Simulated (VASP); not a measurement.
# Cr (Pm-3m) in VASP: further runs, part 2 of 2

VASP 6.6.1. The steps go on from the part before.

### Step 5. Single point, revPBE, collinear spin, ferromagnetic start (14.55 Å³/atom)

This run uses another cell than the first one, of 14.55 Å³/atom.

Contents of INCAR:

```
  PREC = Accurate
  ENCUT = 520
  EDIFF = 1E-7
  ISMEAR = -1
  SIGMA = 0.05
  LREAL = False
  LASPH = True
  NELM = 150
  ALGO = Normal
  ISIF = 2
  LWAVE = False
  LCHARG = False
  ISPIN = 2
  MAGMOM = 1.5
  LORBIT = 11
  LMAXMIX = 4
  GGA = RE
  NBANDS = 16
```

Contents of KPOINTS:

```
regular mesh
0
Gamma
  15 15 15
```

Contents of POSCAR:

```
Cr
1.0
    2.4411733573      0.0000000000      0.0000000000
    0.0000000000      2.4411733573      0.0000000000
    0.0000000000      0.0000000000      2.4411733573
Cr
1
Direct
    0.0000000000      0.0000000000      0.0000000000
```

Potentials or basis: VASP PAW PBE potentials, release 64 (Cr_pv).

Run with:

```
> cat potpaw_PBE.64/Cr_pv/POTCAR > POTCAR
> mpirun -np 1 vasp_std > vasp.out
```

OUTCAR:

```text
PREC = Accurate
   ENCUT = 520
   EDIFF = 1E-7
   ISMEAR = -1
   LREAL = False
   LASPH = True
   NELM = 150
   ISIF = 2
   ISPIN = 2
   LORBIT = 11
   GGA = RE

 ion  position               nearest neighbor table
   1  0.000  0.000  0.000-

  LATTYP: Found a simple cubic cell.
 ALAT       =     2.4411733573

  Lattice vectors:

 A1 = (   2.4411733573,   0.0000000000,   0.0000000000)
 A2 = (   0.0000000000,   2.4411733573,   0.0000000000)
 A3 = (   0.0000000000,   0.0000000000,   2.4411733573)

Analysis of symmetry for initial positions (statically):
=====================================================================
 Subroutine PRICEL returns:
 Original cell was already a primitive cell.

 Routine SETGRP: Setting up the symmetry group for a
 simple cubic supercell.

 Subroutine GETGRP returns: Found 48 space group operations
 (whereof 48 operations were pure point group operations)
 out of a pool of 48 trial point group operations.

The static configuration has the point symmetry O_h .

Analysis of symmetry for dynamics (positions and initial velocities):
=====================================================================
 Subroutine PRICEL returns:
 Original cell was already a primitive cell.

 Routine SETGRP: Setting up the symmetry group for a
 simple cubic supercell.

 Subroutine GETGRP returns: Found 48 space group operations
 (whereof 48 operations were pure point group operations)
 out of a pool of 48 trial point group operations.

The dynamic configuration has the point symmetry O_h .

Analysis of structural, dynamic, and magnetic symmetry:
=====================================================================
 Subroutine PRICEL returns:
 Original cell was already a primitive cell.

 Routine SETGRP: Setting up the symmetry group for a
 simple cubic supercell.

 Subroutine GETGRP returns: Found 48 space group operations
 (whereof 48 operations were pure point group operations)
 out of a pool of 48 trial point group operations.

[... 125 lines left out ...]
   AEXX    =    0.0000 exact exchange contribution
   IVDW    =     0    specifies the selected vdW correction
   LEPSILON=     F    determine dielectric tensor
   LRPA    =     F    only Hartree local field effects (RPA)
 spin polarized calculation
  energy-cutoff  :      520.00
  volume of cell :       14.55
 maximum number of plane-waves:       405
   NGX =  9   NGY =  9   NGZ =  9

 number of electron      11.9999971 magnetization       0.0010845

 number of electron      11.9999971 magnetization      -0.0004865

 Free energy of the ion-electron system (eV)
  ---------------------------------------------------
  ext. energy  EPLUGINS =         0.00000000
  ---------------------------------------------------
  free energy    TOTEN  =        -8.00813839 eV

  energy without entropy =       -7.99160320  energy(sigma->0) =       -7.99987080

 E-fermi :   8.1315     XC(G=0): -12.1795

 val. band max:        8.1197890240   @ k =   0.4667   0.3333   0.2000
 cond. band min:       8.1326576401   @ k =   0.4000   0.2000   0.1333
 fundamental gap:      0.0128686161
 Fermi energy:         8.1315115119

 spin component 1

 k-point     1 :       0.0000    0.0000    0.0000
  band No.  band energies     occupation
      1     -34.5717      1.00000
      2     -34.5717      1.00000
      3     -34.5717      1.00000
      4       1.2917      1.00000
      5       5.4670      1.00000
      6       5.4670      1.00000
[... 435 lines left out ...]
      5       6.2735      1.00000
      6       7.2792      1.00000
[... 8 lines left out ...]
     15      32.1952      0.00000
     16      38.5264      0.00000

 [... further k-points ...]

 spin component 2

 k-point     1 :       0.0000    0.0000    0.0000
  band No.  band energies     occupation
      1     -34.5722      1.00000
      2     -34.5722      1.00000
      3     -34.5722      1.00000
      4       1.2915      1.00000
      5       5.4667      1.00000
      6       5.4667      1.00000
[... 435 lines left out ...]
      5       6.2731      1.00000
      6       7.2789      1.00000
[... 8 lines left out ...]
     15      32.1950      0.00000
     16      38.5263      0.00000

 [... further k-points ...]
[... 5 lines left out ...]
  --------------------------------------------------------------------------------------
  -------------------------------------------------------------------------------------
  Total       -1.4121414     -1.4121414     -1.4121414      0.0000000      0.0000000     -0.0000000
  in kB     -155.5223798   -155.5223798   -155.5223798      0.0000000      0.0000000     -0.0000000
  external PRESSURE =    -155.5223798 kB  Pullay stress =       0.0000000 kB

 VOLUME and BASIS-vectors are now :
 -----------------------------------------------------------------------------
  energy-cutoff  :      520.00
  volume of cell :       14.55
      direct lattice vectors                 reciprocal lattice vectors
     2.441173357  0.000000000  0.000000000     0.409639077  0.000000000  0.000000000
     0.000000000  2.441173357  0.000000000     0.000000000  0.409639077  0.000000000
     0.000000000  0.000000000  2.441173357     0.000000000  0.000000000  0.409639077

 POSITION                                       TOTAL-FORCE (eV/Angst)
 -----------------------------------------------------------------------------------
      0.00000      0.00000      0.00000         0.000000      0.000000      0.000000
 -----------------------------------------------------------------------------------
    total drift:                               -0.000000      0.000000      0.000000

  FREE ENERGIE OF THE ION-ELECTRON SYSTEM (eV)
  ---------------------------------------------------
  free  energy   TOTEN  =        -8.0081383917 eV

  energy  without entropy=       -7.9916032035  energy(sigma->0) =       -7.99987080

 total charge

# of ion       s       p       d       tot
------------------------------------------
    1        0.419   6.247   4.199  10.865

 magnetization (x)

# of ion       s       p       d       tot
------------------------------------------
    1       -0.000  -0.000  -0.000  -0.000
```

OSZICAR:

```text
N       E                     dE             d eps       ncg     rms          rms(c)
DAV:   1     0.875823350116E+02    0.87582E+02   -0.63118E+03  7880   0.810E+02
DAV:   2    -0.722608051849E+01   -0.94808E+02   -0.89997E+02  8208   0.243E+02
DAV:   3    -0.891652650470E+01   -0.16904E+01   -0.16876E+01  8800   0.367E+01
DAV:   4    -0.892430806760E+01   -0.77816E-02   -0.77814E-02  8624   0.247E+00
DAV:   5    -0.892438687647E+01   -0.78809E-04   -0.78808E-04  8864   0.225E-01    0.107E+01
DAV:   6    -0.800871334096E+01    0.91567E+00   -0.24952E+00  8440   0.228E+01    0.250E+00
DAV:   7    -0.800753276400E+01    0.11806E-02   -0.86846E-02  8120   0.358E+00    0.142E+00
DAV:   8    -0.800702313740E+01    0.50963E-03   -0.34103E-03  8792   0.639E-01    0.875E-01
DAV:   9    -0.800805240903E+01   -0.10293E-02   -0.14952E-03  8528   0.367E-01    0.142E-01
DAV:  10    -0.800804599890E+01    0.64101E-05   -0.19948E-04  8464   0.145E-01    0.634E-02
DAV:  11    -0.800806173029E+01   -0.15731E-04   -0.14064E-05  8304   0.280E-02    0.435E-02
DAV:  12    -0.800810148013E+01   -0.39750E-04   -0.26887E-05  8416   0.483E-02    0.219E-02
DAV:  13    -0.800811774920E+01   -0.16269E-04   -0.74807E-06  8384   0.186E-02    0.181E-02
DAV:  14    -0.800813621044E+01   -0.18461E-04   -0.22495E-05  8120   0.408E-02    0.430E-03
DAV:  15    -0.800813828049E+01   -0.20701E-05   -0.34789E-06  8632   0.118E-02    0.212E-03
DAV:  16    -0.800813840421E+01   -0.12372E-06   -0.37664E-07  8488   0.390E-03    0.123E-03
DAV:  17    -0.800813839173E+01    0.12477E-07   -0.10097E-07  5440   0.263E-03
   1 F= -.80081384E+01 E0= -.79998708E+01  d E =-.165352E-01  mag=    -0.0001
```

stdout:

```text
POSCAR found type information on POSCAR Cr
 POSCAR found :  1 types and       1 ions
 scaLAPACK will be used
 -----------------------------------------------------------------------------
|                                                                             |
|                                                                             |
|     You enforced a specific xc type in the INCAR file but a different       |
|     I HOPE YOU KNOW WHAT YOU ARE DOING!                                     |
|                                                                             |
 -----------------------------------------------------------------------------

 LDA part: xc-table for (Slater+PW92), standard interpolation
 POSCAR, INCAR and KPOINTS ok, starting setup
 FFT: planning ... GRIDC
 FFT: planning ... GRID_SOFT
 FFT: planning ... GRID
 WAVECAR not read
 entering main loop
```

Wall time 77 s (1 thread of Intel Xeon 8259CL, shared host); peak memory 0.16 GiB.

Results:

```yaml
Free_energy: -8.0081 eV
Pressure: -15.6 GPa
Band_gap_on_the_k_mesh: zero (filled and empty bands overlap)
Net_moment: 0.00 μB per cell
Valence_electrons_inside_the_program's_atomic_spheres: Cr 10.87
```

Caveat: the cell stands under tension; the PAW data sets were made with another functional, which shifts forces and pressure a little.

### Step 6. Relaxation of cell and atoms, revPBE, collinear spin, ferromagnetic start

This run uses another cell than the first one, of 12.95 Å³/atom.

Contents of INCAR:

```
  ALGO = Normal
  EDIFF = 1E-6
  EDIFFG = -0.01
  ENCUT = 600
  GGA = RE
  IBRION = 2
  ISIF = 3
  ISMEAR = -1
  ISPIN = 2
  LASPH = True
  LCHARG = False
  LMAXMIX = 4
  LORBIT = 11
  LREAL = False
  LWAVE = False
  MAGMOM = 1.5
  NELM = 150
  NSW = 80
  PREC = Accurate
  SIGMA = 0.05
```

Contents of KPOINTS:

```
k-points
0
Gamma
  13 13 13
```

Contents of POSCAR:

```
Cr
1.0
    2.3484326893      0.0000000000      0.0000000000
    0.0000000000      2.3484326893      0.0000000000
    0.0000000000      0.0000000000      2.3484326893
Cr
1
Direct
    0.0000000000      0.0000000000      0.0000000000
```

Potentials or basis: VASP PAW PBE potentials, release 64 (Cr_pv).

Run with:

```
> cat potpaw_PBE.64/Cr_pv/POTCAR > POTCAR
> mpirun -np 1 vasp_std > vasp.out
```

OUTCAR:

```text
EDIFF = 1E-6
   EDIFFG = -0.01
   ENCUT = 600
   GGA = RE
   IBRION = 2
   ISIF = 3
   ISMEAR = -1
   ISPIN = 2
   LASPH = True
   LORBIT = 11
   LREAL = False
   NELM = 150
   NSW = 80
   PREC = Accurate

 ion  position               nearest neighbor table
   1  0.000  0.000  0.000-

  LATTYP: Found a simple cubic cell.
 ALAT       =     2.3484326893

  Lattice vectors:

 A1 = (   2.3484326893,   0.0000000000,   0.0000000000)
 A2 = (   0.0000000000,   2.3484326893,   0.0000000000)
 A3 = (   0.0000000000,   0.0000000000,   2.3484326893)

Analysis of symmetry for initial positions (statically):
=====================================================================
 Subroutine PRICEL returns:
 Original cell was already a primitive cell.

 Routine SETGRP: Setting up the symmetry group for a
 simple cubic supercell.

 Subroutine GETGRP returns: Found 48 space group operations
 (whereof 48 operations were pure point group operations)
 out of a pool of 48 trial point group operations.

The static configuration has the point symmetry O_h .

Analysis of symmetry for dynamics (positions and initial velocities):
=====================================================================
 Subroutine PRICEL returns:
 Original cell was already a primitive cell.

 Routine SETGRP: Setting up the symmetry group for a
 simple cubic supercell.

 Subroutine GETGRP returns: Found 48 space group operations
 (whereof 48 operations were pure point group operations)
 out of a pool of 48 trial point group operations.

The dynamic configuration has the point symmetry O_h .

Analysis of structural, dynamic, and magnetic symmetry:
=====================================================================
 Subroutine PRICEL returns:
 Original cell was already a primitive cell.

 Routine SETGRP: Setting up the symmetry group for a
 simple cubic supercell.

 Subroutine GETGRP returns: Found 48 space group operations
 (whereof 48 operations were pure point group operations)
[... 140 lines left out ...]

 number of electron      12.0000009 magnetization      -0.0003384

 number of electron      12.0000009 magnetization       0.0000250

 Free energy of the ion-electron system (eV)
  ---------------------------------------------------
  ext. energy  EPLUGINS =         0.00000000
  ---------------------------------------------------
  free energy    TOTEN  =        -8.10622431 eV

  energy without entropy =       -8.09695780  energy(sigma->0) =       -8.10159106

------------------------ aborting loop because EDIFF is reached ----------------------------------------

  FORCE on cell =-STRESS in cart. coord.  units (eV):
  Direction    XX          YY          ZZ          XY          YZ          ZX
  --------------------------------------------------------------------------------------
  -------------------------------------------------------------------------------------
  Total        0.0261865      0.0261865      0.0261865      0.0000000      0.0000000     -0.0000000
  in kB        3.2393138      3.2393138      3.2393138      0.0000000      0.0000000     -0.0000000
  external PRESSURE =       3.2393138 kB  Pullay stress =       0.0000000 kB
[... 61 lines left out ...]
 number of electron      12.0000008 magnetization      -0.0000025

 number of electron      12.0000008 magnetization       0.0000040

 Free energy of the ion-electron system (eV)
  ---------------------------------------------------
  ext. energy  EPLUGINS =         0.00000000
  ---------------------------------------------------
  free energy    TOTEN  =        -8.10624653 eV

  energy without entropy =       -8.09693614  energy(sigma->0) =       -8.10159134

 E-fermi :   9.6009     XC(G=0): -12.7993

 val. band max:        9.5525438150   @ k =   0.3846   0.1538   0.1538
 cond. band min:       9.6231714069   @ k =   0.3846   0.3077   0.1538
 fundamental gap:      0.0706275919
 Fermi energy:         9.6009284504

 spin component 1

 k-point     1 :       0.0000    0.0000    0.0000
  band No.  band energies     occupation
      1     -33.0326      1.00000
      2     -33.0326      1.00000
      3     -33.0326      1.00000
      4       2.2626      1.00000
      5       6.4421      1.00000
      6       6.4421      1.00000
      7      11.9871      0.00000
      8      11.9871      0.00000
      9      11.9871      0.00000
     10      17.1211      0.00000
     11      29.0134      0.00000
[... 310 lines left out ...]
  band No.  band energies     occupation
      1     -33.8052      1.00000
      2     -33.5968      1.00000
      3     -32.8999      1.00000
      4       5.9495      1.00000
      5       7.4513      1.00000
      6      10.1894      0.00001
      7      10.5445      0.00000
      8      10.9515      0.00000
      9      12.1377      0.00000
     10      17.1178      0.00000
     11      18.4708      0.00000

 [... further k-points ...]

 spin component 2

 k-point     1 :       0.0000    0.0000    0.0000
  band No.  band energies     occupation
      1     -33.0326      1.00000
      2     -33.0326      1.00000
      3     -33.0326      1.00000
      4       2.2626      1.00000
      5       6.4420      1.00000
      6       6.4421      1.00000
      7      11.9871      0.00000
      8      11.9871      0.00000
      9      11.9871      0.00000
     10      17.1211      0.00000
     11      29.0134      0.00000
[... 350 lines left out ...]
  FREE ENERGIE OF THE ION-ELECTRON SYSTEM (eV)
  ---------------------------------------------------
  free  energy   TOTEN  =        -8.1062465330 eV

  energy  without entropy=       -8.0969361378  energy(sigma->0) =       -8.10159134

 reached required accuracy - stopping structural energy minimisation

 total charge

# of ion       s       p       d       tot
------------------------------------------
    1        0.448   6.290   4.323  11.061

 magnetization (x)

# of ion       s       p       d       tot
------------------------------------------
    1       -0.000  -0.000  -0.000  -0.000
```

CONTCAR:

```text
Cr
   1.00000000000000
     2.3497881740207598    0.0000000000000000   -0.0000000000000000
     0.0000000000000000    2.3497881740207598   -0.0000000000000000
     0.0000000000000000    0.0000000000000000    2.3497881740207598
  Cr
     1
Direct
     0.0000000000000000    0.0000000000000000    0.0000000000000000

  0.00000000E+00  0.00000000E+00  0.00000000E+00
```

Run time: 66 s. Hardware: 1 thread of Intel Xeon 8259CL, shared host; peak memory 0.15 GiB.

Results:

```
Free energy                                           : -8.1062 eV
Relaxed volume                                        : 12.97 Å³/atom
Relaxed cell                                          : a = 2.350 Å, b = 2.350 Å, c = 2.350 Å, α = 90.00°, β = 90.00°, γ = 90.00°
Space group after relaxing (to 0.1 Å)                 : Pm-3m (No. 221)
Energy gained by relaxing                             : 0.0 meV/atom
Ionic steps                                           : 3
Pressure after relaxing                               : 0.0 GPa
Band gap on the k mesh                                : zero (filled and empty bands overlap)
Net moment                                            : 0.00 μB per cell
Valence electrons inside the program's atomic spheres : Cr 11.06
```

Final structure:
```
CELL_PARAMETERS angstrom
2.34979 0.00000 0.00000
0.00000 2.34979 0.00000
0.00000 0.00000 2.34979
ATOMIC_POSITIONS crystal
Cr 0.00000 0.00000 0.00000
```

Caveat: the PAW data sets were made with another functional, which shifts forces and pressure a little.

### Step 7. Single point, revPBE, collinear spin, ferromagnetic start

Contents of INCAR:

```
SYSTEM = Cr
PREC = Accurate
ENCUT = 520
EDIFF = 1E-6
ISMEAR = -1
SIGMA = 0.05
LREAL = .FALSE.
LASPH = .TRUE.
NELM = 150
ALGO = Normal
ISIF = 2
LWAVE = .FALSE.
LCHARG = .FALSE.
ISPIN = 2
MAGMOM = 1.5
LORBIT = 11
LMAXMIX = 4
GGA = RE
NBANDS = 16
```

Contents of KPOINTS:

```
Automatic mesh
0
G
  22 22 22
  0 0 0
```

Contents of POSCAR:

```
Cr
1.0
    2.3506751375      0.0000000000      0.0000000000
    0.0000000000      2.3506751375      0.0000000000
    0.0000000000      0.0000000000      2.3506751375
Cr
1
Direct
    0.0000000000      0.0000000000      0.0000000000
```

Run with:

```
> cat potpaw_PBE.64/Cr_pv/POTCAR > POTCAR
> mpirun -np 1 vasp_std > vasp.out
```

It took 2.6 min on 1 thread of Intel Xeon 8259CL, shared host; peak memory 0.21 GiB.

The run converged. Its results:

| Quantity | Value |
| --- | --- |
| Free energy | -8.0955 eV |
| Pressure | 0.3 GPa |
| Band gap on the k mesh | zero (filled and empty bands overlap) |
| Net moment | 0.00 μB per cell |
| Valence electrons inside the program's atomic spheres | Cr 11.06 |

Levels at points of the mesh, in eV from the Fermi level:
Spin up:
| k point | band 4 | band 5 | band 6 | band 7 | band 8 | band 9 |
| --- | --- | --- | --- | --- | --- | --- |
| (0.00, 0.00, 0.00) | -7.32 | -3.13 | -3.13 | 2.41 | 2.41 | 2.41 |
| (0.50, 0.00, 0.00) | -3.08 | -2.38 | -0.73 | 0.50 | 0.50 | 2.58 |
| (0.50, 0.50, 0.00) | -4.45 | -1.67 | 0.91 | 0.91 | 3.62 | 6.08 |
| (0.50, 0.50, 0.50) | -2.86 | -2.86 | -2.86 | 3.73 | 3.73 | 7.54 |
Spin down:
```csv
k point,band 3,band 4,band 5,band 6,band 7,band 8,band 9,band 10
"(0.00, 0.00, 0.00)",-42.61,-7.32,-3.13,-3.13,2.41,2.41,2.41,7.54
"(0.50, 0.00, 0.00)",-42.52,-3.08,-2.38,-0.72,0.50,0.50,2.58,7.09
"(0.50, 0.50, 0.00)",-42.44,-4.45,-1.67,0.91,0.91,3.62,6.08,6.08
"(0.50, 0.50, 0.50)",-43.32,-2.86,-2.86,-2.86,3.73,3.73,7.54,11.08
```

Caveat: the PAW data sets were made with another functional, which shifts forces and pressure a little.
